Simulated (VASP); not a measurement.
# Ge7H2 in VASP: a series of runs

Ge7H2 is run at these levels: LDA; tasks: single point.

Everything below comes from runs of VASP 6.6.1. Logs are shortened: lines on timing, memory, paths and dates and some standing lists are left out, and cuts for length are marked.

## (1) The cell of the first run

The cell holds a slab with vacuum, 18 atoms: a = 3.975 Å, b = 7.950 Å, c = 22.189 Å, α = 90.00°, β = 90.00°, γ = 90.00°.

## (2) Single point, LDA

Input file INCAR:

```
PREC = Accurate
ENCUT = 520
EDIFF = 1E-7
ISMEAR = 0
SIGMA = 0.05
LREAL = Auto
LASPH = True
NELM = 80
ALGO = Normal
ISIF = 2
LWAVE = False
LCHARG = False
LDIPOL = True
IDIPOL = 3
DIPOL = 0.5 0.5 0.357
GGA = CA
NBANDS = 115
```

Input file KPOINTS:

```
regular mesh
0
Gamma
  6 3 1
```

Input file POSCAR:

```
Ge7H2
1.0
    3.9752292141      0.0000000000      0.0000000000
    0.0000000000      7.9504584281      0.0000000000
    0.0000000000      0.0000000000     22.1891745247
Ge H
14 4
Direct
    0.0000000000      0.2500000000      0.2211186323
    0.0000000000      0.7500000000      0.2211186323
    0.0000000000      0.5000000000      0.2844583372
    0.0000000000      0.0000000000      0.2844583372
    0.5000000000      0.5000000000      0.3477980422
    0.5000000000      0.0000000000      0.3477980422
    0.5000000000      0.7528520102      0.4120670649
    0.5000000000      0.2481823046      0.4078338781
    0.0000000000      0.7539589223      0.4761058800
    0.0000000000      0.2465364397      0.4683387970
    0.0000000000      0.0058383008      0.5402185106
    0.0000000000      0.4933599336      0.5316709774
    0.5000000000      0.1353084112      0.5797925820
    0.5000000000      0.4410454991      0.5899777288
   -0.3085651772      0.2500000000      0.1796750369
    0.3085651772      0.2500000000      0.1796750369
    0.3079205199      0.7500000000      0.1794214520
   -0.3079205199      0.7500000000      0.1794214520
```

Potentials or basis: VASP PAW LDA potentials, release 64 (Ge_d, H).

Launch:

```console
$ cat potpaw_LDA.64/Ge_d/POTCAR potpaw_LDA.64/H/POTCAR > POTCAR
$ mpirun -np 1 vasp_std > vasp.out
```

OUTCAR:

```text
PREC = Accurate
   ENCUT = 520
   EDIFF = 1E-7
   ISMEAR = 0
   LREAL = Auto
   LASPH = True
   NELM = 80
   ISIF = 2
   GGA = CA

 ion  position               nearest neighbor table
   1  0.000  0.250  0.221-  15 1.53  16 1.53   3 2.43   4 2.43
   2  0.000  0.750  0.221-  17 1.53  18 1.53   3 2.43   4 2.43
   3  0.000  0.500  0.284-   1 2.43   2 2.43   5 2.43   5 2.43
   4  0.000  0.000  0.284-   1 2.43   2 2.43   6 2.43   6 2.43
   5  0.500  0.500  0.348-   8 2.40   3 2.43   3 2.43   7 2.46
   6  0.500  0.000  0.348-   8 2.38   7 2.43   4 2.43   4 2.43
   7  0.500  0.753  0.412-   6 2.43   9 2.44   9 2.44   5 2.46
   8  0.500  0.248  0.408-   6 2.38  10 2.40  10 2.40   5 2.40
   9  0.000  0.754  0.476-  12 2.41   7 2.44   7 2.44  11 2.46
  10  0.000  0.247  0.468-   8 2.40   8 2.40  12 2.41  11 2.49
  11  0.000  0.006  0.540-  13 2.40  13 2.40   9 2.46  10 2.49
  12  0.000  0.493  0.532-  14 2.41  14 2.41   9 2.41  10 2.41
  13  0.500  0.135  0.580-  11 2.40  11 2.40  14 2.44
  14  0.500  0.441  0.590-  12 2.41  12 2.41  13 2.44
  15  0.691  0.250  0.180-   1 1.53
  16  0.309  0.250  0.180-   1 1.53
  17  0.308  0.750  0.179-   2 1.53
  18  0.692  0.750  0.179-   2 1.53

  LATTYP: Found a simple orthorhombic cell.
 ALAT       =     3.9752292141
 B/A-ratio  =     2.0000000000
 C/A-ratio  =     5.5818603984

  Lattice vectors:

 A1 = (   3.9752292141,   0.0000000000,   0.0000000000)
 A2 = (   0.0000000000,   7.9504584281,   0.0000000000)
 A3 = (   0.0000000000,   0.0000000000,  22.1891745247)

Analysis of symmetry for initial positions (statically):
=====================================================================
 Subroutine PRICEL returns:
 Original cell was already a primitive cell.

 Routine SETGRP: Setting up the symmetry group for a
 simple orthorhombic supercell.

 Subroutine GETGRP returns: Found  2 space group operations
 (whereof  2 operations were pure point group operations)
 out of a pool of  8 trial point group operations.

The static configuration has the point symmetry C_1h.

Analysis of symmetry for dynamics (positions and initial velocities):
=====================================================================
 Subroutine PRICEL returns:
 Original cell was already a primitive cell.

 Routine SETGRP: Setting up the symmetry group for a
 simple orthorhombic supercell.

 Subroutine GETGRP returns: Found  2 space group operations
 (whereof  2 operations were pure point group operations)
 out of a pool of  8 trial point group operations.

The dynamic configuration has the point symmetry C_1h.

 Subroutine INISYM returns: Found  2 space group operations
 (whereof  2 operations are pure point group operations),
 and found     1 'primitive' translations

----------------------------------------------------------------------------------------

                                     Primitive cell

  volume of cell :     701.2865

  direct lattice vectors                    reciprocal lattice vectors
     3.975229214  0.000000000  0.000000000     0.251557821  0.000000000  0.000000000
     0.000000000  7.950458428  0.000000000     0.000000000  0.125778911  0.000000000
     0.000000000  0.000000000 22.189174525     0.000000000  0.000000000  0.045067021

  length of vectors
     3.975229214  7.950458428 22.189174525     0.251557821  0.125778911  0.045067021

  position of ions in fractional coordinates (direct lattice)
     0.000000000  0.250000000  0.221118632
     0.000000000  0.750000000  0.221118632
     0.000000000  0.500000000  0.284458337
     0.000000000  0.000000000  0.284458337
     0.500000000  0.500000000  0.347798042
     0.500000000  0.000000000  0.347798042
[... 10 lines left out ...]
     0.307920520  0.750000000  0.179421452
     0.692079480  0.750000000  0.179421452

  ion indices of the primitive-cell ions
   primitive index   ion index
                 1           1
                 2           2
                 3           3
                 4           4
                 5           5
                 6           6
[... 10 lines left out ...]
                17          17
                18          18

----------------------------------------------------------------------------------------

 KPOINTS: regular mesh

Automatic generation of k-mesh.
 Grid dimensions read from file:
 generate k-points for:    6    3    1

 Generating k-lattice:

  Cartesian coordinates                     Fractional coordinates (reciprocal lattice)
     0.041926304  0.000000000  0.000000000     0.166666667  0.000000000  0.000000000
     0.000000000  0.041926304  0.000000000     0.000000000  0.333333333  0.000000000
     0.000000000  0.000000000  0.045067021     0.000000000  0.000000000  1.000000000

  Length of vectors
     0.041926304  0.041926304  0.045067021

  Shift w.r.t. Gamma in fractional coordinates (k-lattice)
     0.000000000  0.000000000  0.000000000

 Subroutine IBZKPT returns following result:
[... 88 lines left out ...]
 cond. band min:      -0.2936297855   @ k =   0.1667   0.3333   0.0000
 fundamental gap:      0.0753618729
 Fermi energy:        -0.3149917036

 k-point     1 :       0.0000    0.0000    0.0000
  band No.  band energies     occupation
      1     -25.3516      2.00000
      2     -25.3421      2.00000
      3     -25.3176      2.00000
      4     -25.3032      2.00000
      5     -25.2707      2.00000
      6     -25.2622      2.00000
[... 104 lines left out ...]
    111       2.5612      0.00000
    112       2.8456      0.00000

 k-point     2 :       0.1667    0.0000    0.0000
  band No.  band energies     occupation
      1     -25.3591      2.00000
      2     -25.3371      2.00000
      3     -25.3186      2.00000
      4     -25.3074      2.00000
      5     -25.2711      2.00000
      6     -25.2536      2.00000
[... 104 lines left out ...]
    111       2.8271      0.00000
    112       3.2771      0.00000

 k-point     3 :       0.3333    0.0000    0.0000
  band No.  band energies     occupation
      1     -25.3588      2.00000
      2     -25.3334      2.00000
      3     -25.3228      2.00000
      4     -25.3075      2.00000
      5     -25.2819      2.00000
      6     -25.2578      2.00000
[... 104 lines left out ...]
    111       3.0097      0.00000
    112       3.5329      0.00000

 k-point     4 :       0.5000    0.0000    0.0000
  band No.  band energies     occupation
      1     -25.3512      2.00000
      2     -25.3356      2.00000
      3     -25.3261      2.00000
      4     -25.2968      2.00000
      5     -25.2954      2.00000
      6     -25.2601      2.00000
[... 104 lines left out ...]
    111       3.1673      0.00000
    112       3.5483      0.00000

 k-point     5 :       0.0000    0.3333    0.0000
  band No.  band energies     occupation
      1     -25.3516      2.00000
      2     -25.3434      2.00000
      3     -25.3190      2.00000
      4     -25.3032      2.00000
      5     -25.2718      2.00000
      6     -25.2601      2.00000
[... 104 lines left out ...]
    111       2.7798      0.00000
    112       3.0699      0.00000

 k-point     6 :       0.1667    0.3333    0.0000
  band No.  band energies     occupation
      1     -25.3591      2.00000
      2     -25.3382      2.00000
      3     -25.3201      2.00000
      4     -25.3074      2.00000
      5     -25.2716      2.00000
      6     -25.2532      2.00000
[... 104 lines left out ...]
    111       3.1172      0.00000
    112       3.2308      0.00000

 k-point     7 :       0.3333    0.3333    0.0000
  band No.  band energies     occupation
      1     -25.3589      2.00000
      2     -25.3343      2.00000
      3     -25.3243      2.00000
      4     -25.3074      2.00000
      5     -25.2825      2.00000
      6     -25.2591      2.00000
[... 104 lines left out ...]
    111       3.0477      0.00000
    112       3.3869      0.00000

 k-point     8 :       0.5000    0.3333    0.0000
  band No.  band energies     occupation
      1     -25.3517      2.00000
      2     -25.3355      2.00000
      3     -25.3277      2.00000
      4     -25.2971      2.00000
      5     -25.2957      2.00000
      6     -25.2614      2.00000
[... 104 lines left out ...]
    111       3.2066      0.00000
    112       3.5757      0.00000
 [bands above 112 left out]

------------------------ aborting loop because EDIFF is reached ----------------------------------------

 vacuum level on the upper side and lower side of the slab       (xc-potential included)        -0.034        -0.268

  FORCE on cell =-STRESS in cart. coord.  units (eV):
  Direction    XX          YY          ZZ          XY          YZ          ZX
  --------------------------------------------------------------------------------------
  -------------------------------------------------------------------------------------
  Total        6.8982589     -0.7092842      1.4132909      0.0000000      0.0078511      0.0000000
  in kB       15.7599408     -1.6204491      3.2288409      0.0000000      0.0179368      0.0000000
  external PRESSURE =       5.7894442 kB  Pullay stress =       0.0000000 kB

 VOLUME and BASIS-vectors are now :
 -----------------------------------------------------------------------------
  energy-cutoff  :      520.00
  volume of cell :      701.29
      direct lattice vectors                 reciprocal lattice vectors
     3.975229214  0.000000000  0.000000000     0.251557821  0.000000000  0.000000000
     0.000000000  7.950458428  0.000000000     0.000000000  0.125778911  0.000000000
     0.000000000  0.000000000 22.189174525     0.000000000  0.000000000  0.045067021

 POSITION                                       TOTAL-FORCE (eV/Angst)
 -----------------------------------------------------------------------------------
      0.00000      1.98761      4.90644         0.000000     -0.028825      0.355507
      0.00000      5.96284      4.90644         0.000000      0.021950      0.254232
      0.00000      3.97523      6.31190         0.000000      0.153996     -0.234728
      0.00000      0.00000      6.31190         0.000000     -0.139898     -0.215911
      1.98761      3.97523      7.71735         0.000000      0.183513     -0.133399
      1.98761      0.00000      7.71735         0.000000     -0.181726     -0.441389
[... 10 lines left out ...]
      1.22405      5.96284      3.98121         0.005405     -0.014355     -0.005783
      2.75117      5.96284      3.98121        -0.005405     -0.014355     -0.005783
 -----------------------------------------------------------------------------------
    total drift:                                0.000000     -0.000212      0.000599

  FREE ENERGIE OF THE ION-ELECTRON SYSTEM (eV)
  ---------------------------------------------------
  free  energy   TOTEN  =       -82.7132961711 eV

  energy  without entropy=      -82.7067382240  energy(sigma->0) =      -82.71001720

 vacuum level on the upper side and lower side of the slab         4.216         3.976
```

Run time: 20 min. Hardware: 1 thread of AMD EPYC 7R13 (Zen 3), shared host; peak memory 0.66 GiB.

What came out:

```
Free energy            : -82.7133 eV
Largest force          : 0.694 eV/Å
Band gap on the k mesh : zero (bands 100 and 101 overlap by 0.24 eV)
```

Forces on the atoms (eV/Å):
```
Ge   0.000 -0.029  0.356
Ge   0.000  0.022  0.254
Ge   0.000  0.154 -0.235
Ge   0.000 -0.140 -0.216
Ge   0.000  0.184 -0.133
Ge   0.000 -0.182 -0.441
Ge   0.000 -0.011  0.002
Ge   0.000 -0.003  0.002
Ge   0.000  0.010  0.002
Ge   0.000  0.000  0.002
Ge   0.000 -0.005  0.010
Ge   0.000  0.005 -0.003
Ge   0.000  0.005 -0.248
Ge   0.000 -0.007  0.694
H   -0.016  0.013 -0.016
H    0.016  0.013 -0.016
H    0.005 -0.014 -0.006
H   -0.005 -0.014 -0.006
```

Levels at points of the mesh, in eV from the Fermi level:
| k point | band 98 | band 99 | band 100 | band 101 | band 102 | band 103 |
| --- | --- | --- | --- | --- | --- | --- |
| (0.00, 0.00, 0.00) | -0.75 | -0.44 | -0.42 | 0.06 | 0.77 | 0.81 |
| (0.50, 0.00, 0.00) | -1.41 | -1.13 | -0.95 | -0.22 | 0.58 | 1.05 |

## (3) Single point, LDA

Input file INCAR:

```
SYSTEM = Ge7H2
PREC     = Accurate       ! precision mode
ENCUT    = 520            ! plane-wave cutoff, eV
EDIFF    = 1E-6           ! SCF threshold, eV
ISMEAR   = 0              ! smearing method
SIGMA    = 0.05           ! smearing width, eV
LREAL    = Auto         
LASPH    = .TRUE.         ! aspherical terms in the spheres
NELM     = 100            ! most SCF steps
ALGO     = Normal         ! electronic algorithm
ISIF     = 2              ! what is computed and relaxed
LWAVE    = .FALSE.        ! write WAVECAR
LCHARG   = .FALSE.        ! write CHGCAR
LDIPOL   = .TRUE.       
IDIPOL   = 3            
DIPOL    = 0.5 0.5 0.360
GGA      = CA             ! functional
NBANDS   = 115            ! bands
```

Input file KPOINTS:

```
regular mesh
0
G
  6 3 1
  0 0 0
```

Input file POSCAR:

```
Ge7H2
1.0
    3.9752292141      0.0000000000      0.0000000000
    0.0000000000      7.9504584281      0.0000000000
    0.0000000000      0.0000000000     22.1891745247
Ge H
14 4
Direct
    0.0000000000      0.2500000000      0.2211186323
    0.0000000000      0.7500000000      0.2211186323
    0.0000000000      0.5000000000      0.2844583372
    0.0000000000      0.0000000000      0.2844583372
    0.5000000000      0.5000000000      0.3477980422
    0.5000000000      0.0000000000      0.3477980422
    0.5000000000      0.7521297029      0.4142651670
    0.5000000000      0.2488675032      0.4089593609
    0.0000000000      0.7481348810      0.4801960708
    0.0000000000      0.2588591951      0.4707306298
    0.0000000000      0.0107895035      0.5422706013
    0.0000000000      0.4906030852      0.5425711225
    0.5000000000      0.1539986643      0.5797925820
    0.5000000000      0.4516548181      0.6094016150
   -0.3085651772      0.2500000000      0.1796750369
    0.3085651772      0.2500000000      0.1796750369
    0.3079205199      0.7500000000      0.1794214520
   -0.3079205199      0.7500000000      0.1794214520
```

Potentials or basis: VASP PAW LDA potentials, release 64 (Ge_d, H).

Launch:

```console
$ cat potpaw_LDA.64/Ge_d/POTCAR potpaw_LDA.64/H/POTCAR > POTCAR
$ mpirun -np 1 vasp_std > vasp.out
```

It took 40 min on 1 thread of Intel Xeon 8259CL, shared host; peak memory 0.69 GiB.

The run converged. Its results:

```
Free energy            : -82.9516 eV
Largest force          : 0.338 eV/Å
Band gap on the k mesh : 0.26 eV (least direct gap 0.50 eV)
```

Forces in eV/Å, atoms in the order of the input:
```
Ge   0.000 -0.013  0.332
Ge   0.000  0.003  0.251
Ge   0.000  0.131 -0.205
Ge   0.000 -0.112 -0.167
Ge   0.000  0.246  0.077
Ge   0.000 -0.252 -0.080
Ge   0.000 -0.010  0.005
Ge   0.000 -0.007  0.006
Ge   0.000  0.015  0.019
Ge   0.000  0.004  0.000
Ge   0.000 -0.008 -0.006
Ge   0.000 -0.006  0.007
Ge   0.000  0.017 -0.338
Ge   0.000 -0.009  0.138
H   -0.018  0.008 -0.019
H    0.018  0.008 -0.019
H   -0.001 -0.007 -0.001
H    0.001 -0.007 -0.001
```

Levels at points of the mesh, in eV from the valence-band top:
| k point | band 98 | band 99 | band 100 | band 101 | band 102 | band 103 |
| --- | --- | --- | --- | --- | --- | --- |
| (0.00, 0.00, 0.00) | -0.33 | -0.28 | -0.11 | 0.40 | 0.93 | 1.23 |
| (0.50, 0.00, 0.00) | -1.00 | -0.89 | -0.83 | 0.26 | 0.77 | 1.27 |

## (4) Single point, LDA

Input file INCAR:

```
  PREC = Accurate
  ENCUT = 520
  EDIFF = 1E-6
  ISMEAR = 0
  SIGMA = 0.05
  LREAL = Auto
  LASPH = T
  NELM = 60
  ALGO = Normal
  ISIF = 2
  LWAVE = F
  LCHARG = F
  LDIPOL = T
  IDIPOL = 3
  DIPOL = 0.5 0.5 0.364
  NBANDS = 115
```

Input file KPOINTS:

```
regular mesh
0
Gamma
  6 3 1
```

Input file POSCAR:

```
Ge7H2
1.0
    3.9752292141      0.0000000000      0.0000000000
    0.0000000000      7.9504584281      0.0000000000
    0.0000000000      0.0000000000     22.1891745247
Ge H
14 4
Direct
    0.0000000000      0.2500000000      0.2211186323
    0.0000000000      0.7500000000      0.2211186323
    0.0000000000      0.5000000000      0.2844583372
    0.0000000000      0.0000000000      0.2844583372
    0.5000000000      0.5000000000      0.3477980422
    0.5000000000      0.0000000000      0.3477980422
    0.5000000000      0.7540127873      0.4177333499
    0.5000000000      0.2476596332      0.4116356169
    0.0000000000      0.7567310234      0.4889514052
    0.0000000000      0.2516112969      0.4753310774
    0.0000000000      0.0239934500      0.5543599388
    0.0000000000      0.4861844821      0.5457978428
    0.5000000000      0.1495221051      0.6094016150
    0.5000000000      0.4627452679      0.6191360915
   -0.3085651772      0.2500000000      0.1796750369
    0.3085651772      0.2500000000      0.1796750369
    0.3079205199      0.7500000000      0.1794214520
   -0.3079205199      0.7500000000      0.1794214520
```

Launch:

```console
$ cat potpaw_LDA.64/Ge_d/POTCAR potpaw_LDA.64/H/POTCAR > POTCAR
$ mpirun -np 1 vasp_std > vasp.out
```

It took 14 min on 1 thread of Intel Xeon 6975P-C (Granite Rapids), shared host; peak memory 0.68 GiB.

Results (log left out):

| Item | Value |
| --- | --- |
| Free energy | -82.4161 eV |
| Largest force | 1.294 eV/Å |
| Band gap on the k mesh | zero (bands 100 and 101 overlap by 0.29 eV) |

Forces in eV/Å, atoms in the order of the input:
```
Ge   0.000 -0.030  0.335
Ge   0.000  0.030  0.263
Ge   0.000  0.127 -0.171
Ge   0.000 -0.120 -0.146
Ge   0.000  0.232  0.604
Ge   0.000 -0.220  0.324
Ge   0.000 -0.014  0.001
Ge   0.000 -0.014 -0.010
Ge   0.000 -0.005  0.012
Ge   0.000  0.028  0.029
Ge   0.000 -0.029  0.012
Ge   0.000  0.034 -0.019
Ge   0.000 -0.016 -1.294
Ge   0.000  0.006  0.123
H   -0.025  0.012 -0.023
H    0.025  0.012 -0.023
H    0.012 -0.016 -0.008
H   -0.012 -0.016 -0.008
```

Levels at points of the mesh, in eV from the Fermi level:
```
           k point  band 96  band 97  band 98  band 99  band 100  band 101  band 102  band 103  band 104  band 105
(0.00, 0.00, 0.00)    -0.68    -0.58    -0.20    -0.11      0.00      0.12      0.90      1.37      1.40      1.54
(0.50, 0.00, 0.00)    -1.72    -0.94    -0.91    -0.78     -0.61     -0.09      0.63      1.09      1.78      1.80
```

## (5) Summary

| cell | gap on the mesh (eV) | largest force (eV/Å) |
| --- | --- | --- |
| as given, atomic positions A | none | 0.69 |
| as given, atomic positions B | 0.26 | 0.34 |
| as given, atomic positions C | none | 1.29 |

Alike in all rows: task single point; level LDA; potentials or basis VASP PAW LDA potentials, release 64 (Ge_d, H); no spin polarisation; k mesh 6 × 3 × 1; cutoff (eV) 520; smearing gaussian 0.05 eV.

Total energies depend on the potentials used, so only differences within one code and one set of settings carry meaning.
